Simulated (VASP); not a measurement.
# SiC (Imm2) in VASP: notebook

The runs below take SiC through single point, relaxation of the atoms, with PBE.

Everything below comes from runs of VASP 6.6.1. Logs are shortened: lines on timing, memory, paths and dates and some standing lists are left out, and cuts for length are marked.

## (1) The cell of the first run

It takes space group Imm2 (No. 44, orthorhombic). The conventional cell has a = 3.099 Å, b = 3.128 Å, c = 4.364 Å, α = 90.00°, β = 90.00°, γ = 90.00°. Within 2.5 Å of Si (site symmetry mm2) lie 4 C at 1.90 Å. Within 2.5 Å of C (site symmetry mm2) lie 4 Si at 1.90 Å.

## (2) Single point, PBE (strained cell)

INCAR reads:

```
  ALGO = Normal
  EDIFF = 1E-6
  ENCUT = 600
  GGA = PE
  GGA_COMPAT = F
  ISIF = 2
  ISMEAR = 0
  LASPH = T
  LCHARG = F
  LREAL = F
  LWAVE = F
  NBANDS = 11
  NELM = 120
  PREC = Accurate
  SIGMA = 0.02
```

KPOINTS reads:

```
k-points
0
Gamma
  10 10 10
```

POSCAR reads:

```
SiC
1.0
    0.0103112868      2.2014459917      2.1821212902
    2.2014459917      0.0103112868      2.1821212902
    2.2117572785      2.2117572785      0.0000000000
Si C
1 1
Direct
    0.0004156935      0.0004156935     -0.0004156935
    0.2495843065      0.2495843065      0.2504156935
```

Potentials or basis: VASP PAW PBE potentials, release 64 (Si, C).

Command:

```sh
$ cat potpaw_PBE.64/Si/POTCAR potpaw_PBE.64/C/POTCAR > POTCAR
$ mpirun -np 1 vasp_std > vasp.out
```

OUTCAR:

```text
EDIFF = 1E-6
   ENCUT = 600
   GGA = PE
   ISIF = 2
   ISMEAR = 0
   LASPH = T
   LREAL = F
   NELM = 120
   PREC = Accurate

 ion  position               nearest neighbor table
   1  0.000  0.000  1.000-   2 1.90   2 1.90   2 1.90   2 1.90
   2  0.250  0.250  0.250-   1 1.90   1 1.90   1 1.90   1 1.90

  LATTYP: Found a body centered orthorhombic cell.
 ALAT       =     3.0987324167
 B/A-ratio  =     1.0094118237
 C/A-ratio  =     1.4083960774

  Lattice vectors:

 A1 = (   2.2014459917,   0.0103112868,  -2.1821212902)
 A2 = (  -2.2014459917,  -0.0103112868,  -2.1821212902)
 A3 = (   0.0103112868,   2.2014459917,   2.1821212902)

Analysis of symmetry for initial positions (statically):
=====================================================================
 Subroutine PRICEL returns:
 Original cell was already a primitive cell.

 Routine SETGRP: Setting up the symmetry group for a
 body centered orthorhombic supercell.

 Subroutine GETGRP returns: Found  4 space group operations
 (whereof  4 operations were pure point group operations)
 out of a pool of  8 trial point group operations.

The static configuration has the point symmetry C_2v.

Analysis of symmetry for dynamics (positions and initial velocities):
=====================================================================
 Subroutine PRICEL returns:
 Original cell was already a primitive cell.

 Routine SETGRP: Setting up the symmetry group for a
 body centered orthorhombic supercell.

 Subroutine GETGRP returns: Found  4 space group operations
 (whereof  4 operations were pure point group operations)
 out of a pool of  8 trial point group operations.

The dynamic configuration has the point symmetry C_2v.

 Subroutine INISYM returns: Found  4 space group operations
 (whereof  4 operations are pure point group operations),
 and found     1 'primitive' translations

----------------------------------------------------------------------------------------

                                     Primitive cell

  volume of cell :      21.1502

  direct lattice vectors                    reciprocal lattice vectors
     0.010311287  2.201445992  2.182121290    -0.228192269  0.228192269  0.229134834
     2.201445992  0.010311287  2.182121290     0.228192269 -0.228192269  0.229134834
     2.211757278  2.211757278  0.000000000     0.226064589  0.226064589 -0.229134834

  length of vectors
     3.099697421  3.099697421  3.127897140     0.395785542  0.395785542  0.393335949

  position of ions in fractional coordinates (direct lattice)
     0.000415694  0.000415694  0.999584306
     0.249584306  0.249584306  0.250415694

  ion indices of the primitive-cell ions
   primitive index   ion index
                 1           1
                 2           2

----------------------------------------------------------------------------------------

 KPOINTS: k-points

Automatic generation of k-mesh.
 Grid dimensions read from file:
 generate k-points for:   10   10   10

 Generating k-lattice:

  Cartesian coordinates                     Fractional coordinates (reciprocal lattice)
    -0.022819227  0.022819227  0.022913483     0.100000000  0.000000000  0.000000000
     0.022819227 -0.022819227  0.022913483     0.000000000  0.100000000  0.000000000
     0.022606459  0.022606459 -0.022913483     0.000000000  0.000000000  0.100000000

  Length of vectors
     0.039578554  0.039578554  0.039333595

  Shift w.r.t. Gamma in fractional coordinates (k-lattice)
     0.000000000  0.000000000  0.000000000

 Subroutine IBZKPT returns following result:
 ===========================================

 Found    171 irreducible k-points:

 Following reciprocal coordinates:
            Coordinates               Weight
  0.000000  0.000000  0.000000      1.000000
  0.100000 -0.000000  0.000000      4.000000
  0.200000 -0.000000  0.000000      4.000000
  0.300000 -0.000000  0.000000      4.000000
  0.400000  0.000000  0.000000      4.000000
  0.500000 -0.000000  0.000000      2.000000
[... 16 lines left out ...]
  0.300000  0.300000  0.000000      2.000000
  0.400000  0.300000  0.000000      4.000000
 [... further k-points ...]
   k-points           NKPTS =    171   k-points in BZ     NKDIM =    171   number of bands    NBANDS=     11
   number of dos      NEDOS =    301   number of ions     NIONS =      2
   total plane-waves  NPLWV =  21952
   dimension x,y,z NGX =    28 NGY =   28 NGZ =   28
   dimension x,y,z NGXF=    56 NGYF=   56 NGZF=   56
   ions per type =               1   1
   NGX,Y,Z   is equivalent  to a cutoff of  15.02, 15.02, 14.88 a.u.
   NGXF,Y,Z  is equivalent  to a cutoff of  30.03, 30.03, 29.76 a.u.
 SYSTEM =  unknown system
   PREC   = accura    normal or accurate (medium, high low for compatibility)
   ISTART =      0    job   : 0-new  1-cont  2-samecut
   ICHARG =      2    charge: 1-file 2-atom 10-const
   ISPIN  =      1    spin polarized calculation?
   LNONCOLLINEAR =      F non collinear calculations
   LSORBIT =      F    spin-orbit coupling
   LASPH  =      T    aspherical Exc in radial PAW
   ENCUT  =  600.0 eV  44.10 Ry    6.64 a.u.   6.19  6.19  6.25*2*pi/ulx,y,z
   NELM   =    120;   NELMIN=  2; NELMDL= -5     # of ELM steps
   EDIFF  = 0.1E-05   stopping-criterion for ELM
   LREAL  =      F    real-space projection
   EDIFFG = 0.1E-04   stopping-criterion for IOM
   NSW    =      0    number of steps for IOM
   IBRION =     -1    ionic relax: 0-MD 1-quasi-New 2-CG
   NFREE  =      0    steps in history (QN), initial steepest desc. (CG)
   ISIF   =      2    stress and relaxation
   ISYM   =      2    0-nonsym 1-usesym 2-fastsym
   POTIM  = 0.5000    time-step for ionic-motion
   TEBEG  =    0.0;   TEEND  =   0.0 temperature during run
   PSTRESS=    0.0 pullay stress
   NELECT =       8.0000    total number of electrons
   NUPDOWN=      -1.0000    fix difference up-down
   EMIN   =  10.00;   EMAX   =-10.00  energy-range for DOS
   EFERMI =   0.00;   METHOD = LEGACY
   ISMEAR =     0;   SIGMA  =   0.02  broadening in eV -4-tet -1-fermi 0-gaus
   EFERMI_NEDOS =   21; number of points for ismear=-14 and -15
   IALGO  =     38    algorithm
   IMIX   =      4    mixing-type and parameters
     AMIX     =   0.40;   BMIX     =  1.00
     AMIX_MAG =   1.60;   BMIX_MAG =  1.00
  volume/ion in A,a.u.               =      10.58        71.36
  Fermi-wavevector in a.u.,A,eV,Ry     =   1.183949  2.237339 19.071768  1.401735
  Thomas-Fermi vector in A             =   2.320173
   LORBIT       =      0    0 simple, 1 ext, 2 COOP (PROOUT), +10 PAW based schemes
   GGA     = PE    functional components
   LHFCALC =     F    Hartree Fock is set to
   AEXX    =    0.0000 exact exchange contribution
   IVDW    =     0    specifies the selected vdW correction
   LEPSILON=     F    determine dielectric tensor
   LRPA    =     F    only Hartree local field effects (RPA)
 non-spin polarized calculation
 Gauss-broadening in eV      SIGMA  =   0.02
  energy-cutoff  :      600.00
  volume of cell :       21.15
 maximum number of plane-waves:       725
 NGX is ok and might be reduce to    28
   NGX = 13   NGY = 13   NGZ = 13

 number of electron       8.0000000 magnetization

 Free energy of the ion-electron system (eV)
  ---------------------------------------------------
  ext. energy  EPLUGINS =         0.00000000
  ---------------------------------------------------
  free energy    TOTEN  =       -15.05925459 eV

  energy without entropy =      -15.05925459  energy(sigma->0) =      -15.05925459

 E-fermi :   8.0542     XC(G=0): -11.2609

 val. band max:        7.9010458246   @ k =   0.0000   0.0000   0.0000
 cond. band min:       9.1835546525   @ k =   0.5000   0.5000   0.0000
 fundamental gap:      1.2825088279
 Fermi energy:         8.0542496636

 k-point     1 :       0.0000    0.0000    0.0000
  band No.  band energies     occupation
      1      -7.3699      2.00000
      2       7.8021      2.00000
      3       7.8851      2.00000
      4       7.9010      2.00000
      5      13.8212      0.00000
      6      14.9320      0.00000
      7      15.0224      0.00000
      8      15.1256      0.00000
      9      22.1126      0.00000
     10      22.3697      0.00000
     11      24.0061      0.00000

 k-point     2 :       0.1000   -0.0000    0.0000
  band No.  band energies     occupation
      1      -7.1765      2.00000
      2       6.8927      2.00000
      3       7.6640      2.00000
      4       7.7627      2.00000
      5      14.0658      0.00000
      6      15.1753      0.00000
      7      15.2828      0.00000
      8      15.3785      0.00000
      9      21.1768      0.00000
     10      21.4171      0.00000
     11      23.9418      0.00000

 k-point     3 :       0.2000   -0.0000    0.0000
  band No.  band energies     occupation
      1      -6.6052      2.00000
      2       4.7987      2.00000
      3       7.3482      2.00000
      4       7.4574      2.00000
      5      13.8056      0.00000
      6      15.5324      0.00000
      7      15.6711      0.00000
      8      16.5033      0.00000
      9      20.5338      0.00000
     10      20.7302      0.00000
     11      23.0675      0.00000
[... 267 lines left out ...]
 k-point    23 :       0.3000    0.3000    0.0000
  band No.  band energies     occupation
      1      -5.1143      2.00000
      2       3.5668      2.00000
      3       5.4083      2.00000
      4       5.5544      2.00000
      5      10.9751      0.00000
      6      13.3317      0.00000
      7      19.1492      0.00000
      8      19.1902      0.00000
      9      20.1196      0.00000
     10      24.6925      0.00000
     11      29.2718      0.00000

 k-point    24 :       0.4000    0.3000    0.0000
  band No.  band energies     occupation
      1      -4.2550      2.00000
      2       2.3654      2.00000
      3       4.7806      2.00000
      4       5.1432      2.00000
      5      10.6516      0.00000
      6      13.3520      0.00000
      7      19.2742      0.00000
      8      19.5448      0.00000
      9      21.4306      0.00000
     10      25.6792      0.00000
     11      28.8298      0.00000

 [... further k-points ...]

------------------------ aborting loop because EDIFF is reached ----------------------------------------

  FORCE on cell =-STRESS in cart. coord.  units (eV):
  Direction    XX          YY          ZZ          XY          YZ          ZX
  --------------------------------------------------------------------------------------
  -------------------------------------------------------------------------------------
  Total       -0.3131846     -0.3131846     -0.0227703     -0.2915910      0.0000000      0.0000000
  in kB      -23.7244183    -23.7244183     -1.7248970    -22.0886532      0.0000000      0.0000000
  external PRESSURE =     -16.3912446 kB  Pullay stress =       0.0000000 kB

 VOLUME and BASIS-vectors are now :
 -----------------------------------------------------------------------------
  energy-cutoff  :      600.00
  volume of cell :       21.15
      direct lattice vectors                 reciprocal lattice vectors
     0.010311287  2.201445992  2.182121290    -0.228192269  0.228192269  0.229134834
     2.201445992  0.010311287  2.182121290     0.228192269 -0.228192269  0.229134834
     2.211757278  2.211757278  0.000000000     0.226064589  0.226064589 -0.229134834

 POSITION                                       TOTAL-FORCE (eV/Angst)
 -----------------------------------------------------------------------------------
      2.21176      2.21176      0.00181         0.000000      0.000000      0.001340
      1.10588      1.10588      1.08925        -0.000000     -0.000000     -0.001340
 -----------------------------------------------------------------------------------
    total drift:                               -0.000000     -0.000000     -0.000050

  FREE ENERGIE OF THE ION-ELECTRON SYSTEM (eV)
  ---------------------------------------------------
  free  energy   TOTEN  =       -15.0592545930 eV

  energy  without entropy=      -15.0592545930  energy(sigma->0) =      -15.05925459
```

Wall time 48 s (1 thread of Intel Xeon 8259CL, shared host); peak memory 0.18 GiB.

What came out:

```
Free energy            : -15.0593 eV
Pressure               : -1.6 GPa
Band gap on the k mesh : 1.28 eV (least direct gap 4.44 eV)
```

Caveat: the cell differs from its parent crystal (strained cell).

## (3) Single point, PBE

INCAR reads:

```
ALGO = Normal
EDIFF = 1E-6
ENCUT = 600
GGA = PE
GGA_COMPAT = F
ISIF = 2
ISMEAR = 0
LASPH = T
LCHARG = F
LREAL = F
LWAVE = F
NBANDS = 11
NELM = 120
PREC = Accurate
SIGMA = 0.01
```

KPOINTS is that of step 2.

POSCAR is that of step 2.

Potentials or basis: VASP PAW PBE potentials, release 64 (Si, C).

Command:

```sh
$ cat potpaw_PBE.64/Si/POTCAR potpaw_PBE.64/C/POTCAR > POTCAR
$ mpirun -np 1 vasp_std > vasp.out
```

Run time: 48 s. Hardware: 1 thread of Intel Xeon 8259CL, shared host; peak memory 0.18 GiB.

Results (log left out):

```
Free energy            : -15.0593 eV
Pressure               : -1.6 GPa
Band gap on the k mesh : 1.28 eV (least direct gap 4.44 eV)
```

Stress tensor (GPa, compression positive):
```
-2.37 -2.21  0.00
-2.21 -2.37  0.00
 0.00  0.00 -0.17
```

Levels at points of the mesh, in eV from the valence-band top:
| k point | band 1 | band 2 | band 3 | band 4 | band 5 | band 6 | band 7 | band 8 |
| --- | --- | --- | --- | --- | --- | --- | --- | --- |
| (0.00, 0.00, 0.00) | -15.27 | -0.10 | -0.02 | 0.00 | 5.92 | 7.03 | 7.12 | 7.22 |
| (0.50, 0.00, 0.00) | -11.75 | -8.44 | -1.18 | -1.05 | 5.12 | 6.96 | 7.17 | 9.88 |
| (0.50, 0.50, 0.00) | -10.31 | -7.69 | -3.32 | -3.16 | 1.28 | 4.11 | 13.71 | 13.73 |
| (0.00, 0.00, 0.50) | -11.82 | -8.47 | -1.09 | -1.02 | 5.26 | 7.12 | 7.17 | 9.91 |
| (0.50, 0.00, 0.50) | -10.38 | -7.80 | -3.16 | -3.14 | 1.37 | 4.26 | 13.60 | 13.88 |

## (4) Single point, PBE (strained cell)

INCAR reads:

```
ALGO     = Normal         # electronic algorithm
EDIFF    = 1E-6           # SCF threshold, eV
ENCUT    = 600            # plane-wave cutoff, eV
GGA      = PE             # functional
GGA_COMPAT= F            
ISIF     = 2              # what is computed and relaxed
ISMEAR   = 0              # smearing method
LASPH    = T              # aspherical terms in the spheres
LCHARG   = T              # write CHGCAR
LELF     = T              # ELF
LREAL    = F              # projectors in reciprocal space
LVHAR    = T            
LWAVE    = F              # write WAVECAR
NBANDS   = 11             # bands
NELM     = 120            # most SCF steps
PREC     = Accurate       # precision mode
SIGMA    = 0.02           # smearing width, eV
```

KPOINTS is that of step 3.

POSCAR reads:

```
SiC
1.0
    0.0035290715      2.2082282071      2.1843430942
    2.2082282071      0.0035290715      2.1843430942
    2.2117572785      2.2117572785     -0.0000000001
Si C
1 1
Direct
    0.0001401515      0.0001401515     -0.0001401515
    0.2498598485      0.2498598485      0.2501401515
```

Command:

```sh
$ cat potpaw_PBE.64/Si/POTCAR potpaw_PBE.64/C/POTCAR > POTCAR
$ mpirun -np 1 vasp_std > vasp.out
```

It took 50 s on 1 thread of Intel Xeon 8259CL, shared host; peak memory 0.19 GiB.

The run converged. Its results:

| Quantity | Value |
| --- | --- |
| Free energy | -15.0579 eV |
| Pressure | -3.1 GPa |
| Band gap on the k mesh | 1.27 eV (least direct gap 4.50 eV) |

Stress tensor (GPa, compression positive):
```
-4.02 -0.74  0.00
-0.74 -4.02  0.00
 0.00  0.00 -1.30
```

Levels at points of the mesh, in eV from the valence-band top:
| k point | band 1 | band 2 | band 3 | band 4 | band 5 | band 6 | band 7 | band 8 |
| --- | --- | --- | --- | --- | --- | --- | --- | --- |
| (0.00, 0.00, 0.00) | -15.22 | -0.09 | -0.06 | 0.00 | 5.84 | 7.04 | 7.04 | 7.10 |
| (0.50, 0.00, 0.00) | -11.75 | -8.42 | -1.17 | -1.04 | 5.09 | 6.96 | 7.15 | 9.84 |
| (0.50, 0.50, 0.00) | -10.29 | -7.66 | -3.28 | -3.23 | 1.27 | 4.05 | 13.62 | 13.62 |
| (0.00, 0.00, 0.50) | -11.78 | -8.43 | -1.14 | -1.02 | 5.14 | 7.01 | 7.15 | 9.85 |
| (0.50, 0.00, 0.50) | -10.37 | -7.80 | -3.15 | -3.13 | 1.37 | 4.24 | 13.50 | 13.82 |

Caveat: the cell differs from its parent crystal (strained cell); the cell stands under tension.

## (5) Relaxation of the atoms, PBE (strained cell)

INCAR reads:

```
PREC = Accurate ; ENCUT = 520
EDIFF = 1E-7 ; ISMEAR = 0
SIGMA = 0.02 ; LREAL = F
LASPH = T ; NELM = 120
ALGO = Normal ; ISIF = 2
LWAVE = F ; LCHARG = F
GGA = PE ; IBRION = 2
NSW = 60 ; EDIFFG = -0.002
GGA_COMPAT = F ; NELMIN = 4
```

KPOINTS reads:

```
regular mesh
0
Gamma
  10 10 10
```

POSCAR reads:

```
SiC
1.0
    0.0136866168      2.1980706617      2.1843840449
    2.1980706617      0.0136866168      2.1843840449
    2.2117572785      2.2117572785      0.0000000000
Si C
1 1
Direct
    0.0000000000      0.0000000000      0.0000000000
    0.2500000000      0.2500000000      0.2500000000
```

Command:

```sh
$ cat potpaw_PBE.64/Si/POTCAR potpaw_PBE.64/C/POTCAR > POTCAR
$ mpirun -np 1 vasp_std > vasp.out
```

Run time: 33 s. Hardware: 1 thread of Intel Xeon 8259CL, shared host; peak memory 0.15 GiB.

The run converged. Its results:

```
Free energy               : -15.0576 eV
Energy gained by relaxing : 0.1 meV/atom
Ionic steps               : 3
Pressure after relaxing   : -1.1 GPa
Band gap on the k mesh    : 1.29 eV (least direct gap 4.41 eV)
```

Stress tensor (GPa, compression positive):
```
-1.59 -2.95  0.00
-2.95 -1.59  0.00
 0.00  0.00 -0.04
```

Step by step:
| step | energy change (eV) | largest force (eV/Å) | pressure (GPa) |
| --- | --- | --- | --- |
| 1 | 0.0000 | 0.0910 | -1.05 |
| 2 | -0.0001 | 0.0701 | -1.09 |
| 3 | -0.0002 | 0.0000 | -1.08 |

Final structure:
```
Si C
1.0
     0.01369    2.19807    2.18438
     2.19807    0.01369    2.18438
     2.21176    2.21176    0.00000
Si C
1 1
Cartesian
  2.2118 2.2118 0.0025
  1.1059 1.1059 1.0897
```

Levels at points of the mesh, in eV from the valence-band top:
| k point | band 1 | band 2 | band 3 | band 4 | band 5 | band 6 | band 7 | band 8 |
| --- | --- | --- | --- | --- | --- | --- | --- | --- |
| (0.00, 0.00, 0.00) | -15.29 | -0.11 | -0.02 | 0.00 | 5.93 | 7.00 | 7.15 | 7.26 |
| (0.50, 0.00, 0.00) | -11.76 | -8.45 | -1.18 | -1.08 | 5.11 | 6.96 | 7.15 | 9.88 |
| (0.50, 0.50, 0.00) | -10.34 | -7.73 | -3.34 | -3.13 | 1.29 | 4.15 | 13.73 | 13.76 |
| (0.00, 0.00, 0.50) | -11.84 | -8.49 | -1.07 | -1.03 | 5.30 | 7.15 | 7.16 | 9.92 |
| (0.50, 0.00, 0.50) | -10.38 | -7.80 | -3.17 | -3.16 | 1.35 | 4.25 | 13.64 | 13.86 |

Caveat: the cell differs from its parent crystal (strained cell). A k mesh can miss the band edges.

## (6) Summary

```tsv
task	cell	cutoff (eV)	smearing	gap on the mesh (eV)	pressure (GPa)
single point	a = 3.100, b = 3.100, c = 3.128 Å, angles 59.7, 59.7, 60.0°, 2 atoms, atomic positions A	600	gaussian 0.02 eV	1.28	-1.6
single point	a = 3.100, b = 3.100, c = 3.128 Å, angles 59.7, 59.7, 60.0°, 2 atoms, atomic positions A	600	gaussian 0.01 eV	1.28	-1.6
single point	a = 3.106, b = 3.106, c = 3.128 Å, angles 59.8, 59.8, 60.3°, 2 atoms, atomic positions B	600	gaussian 0.02 eV	1.27	-3.1
relaxation of the atoms	atoms relaxed from a = 3.099, b = 3.099, c = 3.128 Å, angles 59.7, 59.7, 59.8°, 2 atoms, atomic positions C	520	gaussian 0.02 eV	1.29	-1.1
```

Alike in all rows: level PBE; potentials or basis VASP PAW PBE potentials, release 64 (Si, C); no spin polarisation; k mesh 10 × 10 × 10.

Caveats: the cell stands under tension (at least some runs).

Total energies depend on the potentials used, so only differences within one code and one set of settings carry meaning.
